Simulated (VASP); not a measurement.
Input of a VASP 6.6.1 run:

File INCAR:

```
PREC = Accurate ; ENCUT = 600
EDIFF = 1E-6 ; ISMEAR = -1
SIGMA = 0.05 ; LREAL = F
LASPH = T ; NELM = 120
ALGO = Normal ; ISIF = 2
LWAVE = F ; LCHARG = F
GGA = PS ; IVDW = 12
NBANDS = 14 ; GGA_COMPAT = F
```

The input KPOINTS:

```
Automatic mesh
0
Gamma
  10 10 10
```

Contents of POSCAR:

```
HfN
1.0
    0.0000000000      2.2362281839      2.2362281839
    2.2362281839      0.0000000000      2.2362281839
    2.2362281839      2.2362281839      0.0000000000
Hf N
1 1
Direct
    0.0000000000      0.0000000000      0.0000000000
    0.5000000000      0.5000000000      0.5000000000
```

Potentials or basis: VASP PAW PBE potentials, release 64 (Hf_pv, N).

The run is started by

```console
$ cat potpaw_PBE.64/Hf_pv/POTCAR potpaw_PBE.64/N/POTCAR > POTCAR
$ mpirun -np 1 vasp_std > vasp.out
```

**Question.** Predict the dispersion energy per atom.

**Answer.** -0.400 eV.

**Question.** What does it give for the pressure?

**Answer.** -2.3 GPa.

Caveat: the PAW data sets were made with another functional, which shifts forces and pressure a little; pairwise dispersion overbinds metals, which lowers pressure and volume.
